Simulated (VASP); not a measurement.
# WS2 (P-1) in VASP: single point with PBE

Aim: the single point of WS2 with PBE.

Everything below comes from runs of VASP 6.6.1. Logs are shortened: lines on timing, memory, paths and dates and some standing lists are left out, and cuts for length are marked.

## Step 1: The cell of the first run

The typed cell holds 6 atoms: a = 3.188 Å, b = 3.187 Å, c = 15.285 Å, α = 88.71°, β = 87.79°, γ = 60.01°.

## Step 2: Single point, PBE

File INCAR:

```
SYSTEM = WS2
PREC     = Accurate       ! precision mode
ENCUT    = 520            ! plane-wave cutoff, eV
EDIFF    = 1E-7           ! SCF threshold, eV
ISMEAR   = 0              ! smearing method
SIGMA    = 0.02           ! smearing width, eV
LREAL    = .FALSE.        ! projectors in reciprocal space
LASPH    = .TRUE.         ! aspherical terms in the spheres
NELM     = 60             ! most SCF steps
ALGO     = Normal         ! electronic algorithm
ISIF     = 2              ! what is computed and relaxed
LWAVE    = .FALSE.        ! write WAVECAR
LCHARG   = .FALSE.        ! write CHGCAR
GGA      = PE             ! functional
NBANDS   = 35             ! bands
```

File KPOINTS:

```
regular mesh
0
G
  10 10 2
  0 0 0
```

File POSCAR:

```
WS2
1.0
    3.1875029062     -0.0004313411     -0.0002650537
    1.5937088902      2.7604194689     -0.0016419605
    0.5917302741      0.0634083047     15.2734384367
W S
2 4
Direct
    0.9663563127      0.4156539555      0.2486319631
    0.0336436873      0.5843460445      0.7513680369
    0.6149770482      0.0802548800      0.3515074550
    0.3489615694      0.9156243138      0.8542427822
    0.3850229518      0.9197451200      0.6484925450
    0.6510384306      0.0843756862      0.1457572178
```

Potentials or basis: VASP PAW PBE potentials, release 64 (W_sv, S).

Run with:

```
> cat potpaw_PBE.64/W_sv/POTCAR potpaw_PBE.64/S/POTCAR > POTCAR
> mpirun -np 1 vasp_std > vasp.out
```

OUTCAR:

```text
SYSTEM = WS2
   PREC = Accurate
   ENCUT = 520
   EDIFF = 1E-7
   ISMEAR = 0
   LREAL = .FALSE.
   LASPH = .TRUE.
   NELM = 60
   ISIF = 2
   GGA = PE

 ion  position               nearest neighbor table
   1  0.966  0.416  0.249-   6 2.42   3 2.42   3 2.42   6 2.42   3 2.42   6 2.42
   2  0.034  0.584  0.751-   4 2.42   5 2.42   5 2.42   4 2.42   5 2.42   4 2.42
   3  0.615  0.080  0.352-   1 2.42   1 2.42   1 2.42
   4  0.349  0.916  0.854-   2 2.42   2 2.42   2 2.42
   5  0.385  0.920  0.648-   2 2.42   2 2.42   2 2.42
   6  0.651  0.084  0.146-   1 2.42   1 2.42   1 2.42

  Warning from LATTYP: Got some problem with cell dimensions!
  Tried to take original basis but could not verify dimensions!
  LATTYP: Found a triclinic cell.
 ALAT       =     3.1875029464
 B/A-ratio  =     1.0001133491
 C/A-ratio  =     4.7952985314
 COS(alpha) =     0.0161937316
 COS(beta)  =     0.0386294111
 COS(gamma) =     0.5000738311

  Lattice vectors:

 A1 = (  -3.1875029062,   0.0004313411,   0.0002650537)
 A2 = (  -1.5937940160,   2.7608508100,  -0.0013769068)
 A3 = (  -0.5917302741,  -0.0634083047, -15.2734384367)

Analysis of symmetry for initial positions (statically):
=====================================================================
 Subroutine PRICEL returns:
 Original cell was already a primitive cell.

 Routine SETGRP: Setting up the symmetry group for a
 triclinic supercell.

 Subroutine GETGRP returns: Found  2 space group operations
 (whereof  2 operations were pure point group operations)
 out of a pool of  2 trial point group operations.

The static configuration has the point symmetry S_2 .

Analysis of symmetry for dynamics (positions and initial velocities):
=====================================================================
 Subroutine PRICEL returns:
 Original cell was already a primitive cell.

 Routine SETGRP: Setting up the symmetry group for a
 triclinic supercell.

 Subroutine GETGRP returns: Found  2 space group operations
 (whereof  2 operations were pure point group operations)
 out of a pool of  2 trial point group operations.

The dynamic configuration has the point symmetry S_2 .

 Subroutine INISYM returns: Found  2 space group operations
 (whereof  2 operations are pure point group operations),
 and found     1 'primitive' translations

----------------------------------------------------------------------------------------

                                     Primitive cell

  volume of cell :     134.3999

  direct lattice vectors                    reciprocal lattice vectors
     3.187502906 -0.000431341 -0.000265054     0.313699747 -0.181119138 -0.011401570
     1.593708890  2.760419469 -0.001641960     0.000048893  0.362234659 -0.001505726
     0.591730274  0.063408305 15.273438437     0.000005449  0.000035799  0.065472782

  length of vectors
     3.187502946  3.187448253 15.285028198     0.362410912  0.362237792  0.065472792

  position of ions in fractional coordinates (direct lattice)
     0.966356313  0.415653955  0.248631963
     0.033643687  0.584346045  0.751368037
     0.614977048  0.080254880  0.351507455
     0.348961569  0.915624314  0.854242782
     0.385022952  0.919745120  0.648492545
     0.651038431  0.084375686  0.145757218

  ion indices of the primitive-cell ions
   primitive index   ion index
                 1           1
                 2           2
                 3           3
                 4           4
                 5           5
                 6           6

----------------------------------------------------------------------------------------

 KPOINTS: regular mesh

Automatic generation of k-mesh.
 Grid dimensions read from file:
 generate k-points for:   10   10    2

 Generating k-lattice:

  Cartesian coordinates                     Fractional coordinates (reciprocal lattice)
     0.031369975 -0.018111914 -0.001140157     0.100000000  0.000000000  0.000000000
     0.000004889  0.036223466 -0.000150573    -0.000000000  0.100000000 -0.000000000
     0.000002725  0.000017899  0.032736391     0.000000000  0.000000000  0.500000000

  Length of vectors
     0.036241091  0.036223779  0.032736396

  Shift w.r.t. Gamma in fractional coordinates (k-lattice)
     0.000000000  0.000000000  0.000000000

 Subroutine IBZKPT returns following result:
 ===========================================

 Found    104 irreducible k-points:

 Following reciprocal coordinates:
            Coordinates               Weight
  0.000000  0.000000  0.000000      1.000000
  0.100000  0.000000 -0.000000      2.000000
  0.200000  0.000000 -0.000000      2.000000
  0.300000 -0.000000 -0.000000      2.000000
  0.400000 -0.000000 -0.000000      2.000000
  0.500000  0.000000  0.000000      1.000000
[... 16 lines left out ...]
 -0.400000  0.200000  0.000000      2.000000
 -0.300000  0.200000  0.000000      2.000000
 [... further k-points ...]
   k-points           NKPTS =    104   k-points in BZ     NKDIM =    104   number of bands    NBANDS=     35
   number of dos      NEDOS =    301   number of ions     NIONS =      6
   total plane-waves  NPLWV =  69120
   dimension x,y,z NGX =    24 NGY =   24 NGZ =  120
   dimension x,y,z NGXF=    48 NGYF=   48 NGZF=  240
   ions per type =               2   4
   NGX,Y,Z   is equivalent  to a cutoff of  12.52, 12.52, 13.05 a.u.
   NGXF,Y,Z  is equivalent  to a cutoff of  25.03, 25.04, 26.10 a.u.
 SYSTEM =  WS2
   PREC   = accura    normal or accurate (medium, high low for compatibility)
   ISTART =      0    job   : 0-new  1-cont  2-samecut
   ICHARG =      2    charge: 1-file 2-atom 10-const
   ISPIN  =      1    spin polarized calculation?
   LNONCOLLINEAR =      F non collinear calculations
   LSORBIT =      F    spin-orbit coupling
   LASPH  =      T    aspherical Exc in radial PAW
   ENCUT  =  520.0 eV  38.22 Ry    6.18 a.u.   5.93  5.93 28.42*2*pi/ulx,y,z
   NELM   =     60;   NELMIN=  2; NELMDL= -5     # of ELM steps
   EDIFF  = 0.1E-06   stopping-criterion for ELM
   LREAL  =      F    real-space projection
   EDIFFG = 0.1E-05   stopping-criterion for IOM
   NSW    =      0    number of steps for IOM
   IBRION =     -1    ionic relax: 0-MD 1-quasi-New 2-CG
   NFREE  =      0    steps in history (QN), initial steepest desc. (CG)
   ISIF   =      2    stress and relaxation
   ISYM   =      2    0-nonsym 1-usesym 2-fastsym
   POTIM  = 0.5000    time-step for ionic-motion
   TEBEG  =    0.0;   TEEND  =   0.0 temperature during run
   PSTRESS=    0.0 pullay stress
   NELECT =      52.0000    total number of electrons
   NUPDOWN=      -1.0000    fix difference up-down
   EMIN   =  10.00;   EMAX   =-10.00  energy-range for DOS
   EFERMI =   0.00;   METHOD = LEGACY
   ISMEAR =     0;   SIGMA  =   0.02  broadening in eV -4-tet -1-fermi 0-gaus
   EFERMI_NEDOS =   21; number of points for ismear=-14 and -15
   IALGO  =     38    algorithm
   IMIX   =      4    mixing-type and parameters
     AMIX     =   0.40;   BMIX     =  1.00
     AMIX_MAG =   1.60;   BMIX_MAG =  1.00
  volume/ion in A,a.u.               =      22.40       151.16
  Fermi-wavevector in a.u.,A,eV,Ry     =   1.192915  2.254283 19.361735  1.423047
  Thomas-Fermi vector in A             =   2.328942
   LORBIT       =      0    0 simple, 1 ext, 2 COOP (PROOUT), +10 PAW based schemes
   GGA     = PE    functional components
   LHFCALC =     F    Hartree Fock is set to
   AEXX    =    0.0000 exact exchange contribution
   IVDW    =     0    specifies the selected vdW correction
   LEPSILON=     F    determine dielectric tensor
   LRPA    =     F    only Hartree local field effects (RPA)
 non-spin polarized calculation
 Gauss-broadening in eV      SIGMA  =   0.02
  energy-cutoff  :      520.00
  volume of cell :      134.40
 maximum number of plane-waves:      3652
   NGX = 11   NGY = 11   NGZ = 57

 number of electron      52.0000001 magnetization

 Free energy of the ion-electron system (eV)
  ---------------------------------------------------
  ext. energy  EPLUGINS =         0.00000000
  ---------------------------------------------------
  free energy    TOTEN  =       -47.36277800 eV

  energy without entropy =      -47.36277800  energy(sigma->0) =      -47.36277800

 E-fermi :   4.5156     XC(G=0):  -9.3028

 val. band max:        4.3758105980   @ k =   0.0000   0.0000   0.0000
 cond. band min:       6.2223815027   @ k =   0.1000   0.3000   0.0000
 fundamental gap:      1.8465709048
 Fermi energy:         4.5156124848

 k-point     1 :       0.0000    0.0000    0.0000
  band No.  band energies     occupation
      1     -69.7999      2.00000
      2     -69.7998      2.00000
      3     -34.0279      2.00000
      4     -34.0279      2.00000
      5     -33.8840      2.00000
      6     -33.8840      2.00000
[... 27 lines left out ...]
     34       7.2642      0.00000
     35       9.2428      0.00000

 k-point     2 :       0.1000    0.0000   -0.0000
  band No.  band energies     occupation
      1     -69.7983      2.00000
      2     -69.7983      2.00000
      3     -34.0222      2.00000
      4     -34.0222      2.00000
      5     -33.9156      2.00000
      6     -33.9156      2.00000
[... 27 lines left out ...]
     34       7.4091      0.00000
     35       9.8674      0.00000

 k-point     3 :       0.2000    0.0000   -0.0000
  band No.  band energies     occupation
      1     -69.7942      2.00000
      2     -69.7942      2.00000
      3     -34.0073      2.00000
      4     -34.0073      2.00000
      5     -33.9978      2.00000
      6     -33.9978      2.00000
[... 27 lines left out ...]
     34       8.0236      0.00000
     35      10.6375      0.00000
[... 723 lines left out ...]
 k-point    23 :      -0.4000    0.2000    0.0000
  band No.  band energies     occupation
      1     -69.7824      2.00000
      2     -69.7824      2.00000
      3     -34.1704      2.00000
      4     -34.1704      2.00000
      5     -34.0302      2.00000
      6     -34.0302      2.00000
[... 27 lines left out ...]
     34       9.2836      0.00000
     35       9.9296      0.00000

 k-point    24 :      -0.3000    0.2000    0.0000
  band No.  band energies     occupation
      1     -69.7836      2.00000
      2     -69.7836      2.00000
      3     -34.1560      2.00000
      4     -34.1560      2.00000
      5     -34.0140      2.00000
      6     -34.0140      2.00000
[... 27 lines left out ...]
     34       9.2659      0.00000
     35      10.6318      0.00000

 [... further k-points ...]
[... 5 lines left out ...]
  --------------------------------------------------------------------------------------
  -------------------------------------------------------------------------------------
  Total       -0.0252587     -0.0345755     -0.0549528      0.0105297      0.0000463     -0.0003368
  in kB       -0.3011089     -0.4121741     -0.6550915      0.1255243      0.0005525     -0.0040153
  external PRESSURE =      -0.4561248 kB  Pullay stress =       0.0000000 kB

 VOLUME and BASIS-vectors are now :
 -----------------------------------------------------------------------------
  energy-cutoff  :      520.00
  volume of cell :      134.40
      direct lattice vectors                 reciprocal lattice vectors
     3.187502906 -0.000431341 -0.000265054     0.313699747 -0.181119138 -0.011401570
     1.593708890  2.760419469 -0.001641960     0.000048893  0.362234659 -0.001505726
     0.591730274  0.063408305 15.273438437     0.000005449  0.000035799  0.065472782

 POSITION                                       TOTAL-FORCE (eV/Angst)
 -----------------------------------------------------------------------------------
      3.88982      1.16273      3.79653         0.000273      0.000274     -0.000069
      1.48312      1.66067     11.47501        -0.000273     -0.000274      0.000069
      2.29614      0.24356      5.36843         0.000155      0.000124      0.000512
      3.07704      2.58152     13.04563         0.000039      0.000333      0.000385
      3.07680      2.57984      9.90310        -0.000155     -0.000124     -0.000512
      2.29591      0.24187      2.22590        -0.000039     -0.000333     -0.000385
 -----------------------------------------------------------------------------------
    total drift:                               -0.000000     -0.000000     -0.000000

  FREE ENERGIE OF THE ION-ELECTRON SYSTEM (eV)
  ---------------------------------------------------
  free  energy   TOTEN  =       -47.3627780013 eV

  energy  without entropy=      -47.3627780013  energy(sigma->0) =      -47.36277800
```

It took 12 min on 1 thread of AMD EPYC 7R13 (Zen 3), shared host; peak memory 0.47 GiB.

What came out:

| Property | Result |
| --- | --- |
| Free energy | -47.3628 eV |
| Pressure | 0.0 GPa |
| Band gap on the k mesh | 1.85 eV (least direct gap 2.15 eV) |

Levels at points of the mesh, in eV from the valence-band top:
```tsv
k point	band 23	band 24	band 25	band 26	band 27	band 28	band 29	band 30
(0.00, 0.00, 0.00)	-1.75	-1.75	-0.35	0.00	2.73	2.74	2.74	2.74
(0.50, 0.00, 0.00)	-1.41	-1.41	-1.09	-1.03	2.70	2.70	3.13	3.16
(0.00, 0.50, 0.00)	-1.41	-1.41	-1.09	-1.02	2.70	2.70	3.12	3.17
(0.50, 0.50, 0.00)	-1.41	-1.41	-1.07	-1.05	2.70	2.70	3.13	3.16
(0.00, 0.00, 0.50)	-1.75	-1.75	-0.16	-0.15	2.73	2.74	2.74	2.74
(0.50, 0.00, 0.50)	-1.41	-1.41	-1.06	-1.06	2.70	2.70	3.14	3.15
(0.00, 0.50, 0.50)	-1.41	-1.41	-1.06	-1.06	2.70	2.70	3.14	3.14
(0.50, 0.50, 0.50)	-1.41	-1.41	-1.07	-1.05	2.70	2.70	3.14	3.15
```

Caveat: spin-orbit coupling is left out, which moves the levels of the heavy elements. A k mesh can miss the band edges.
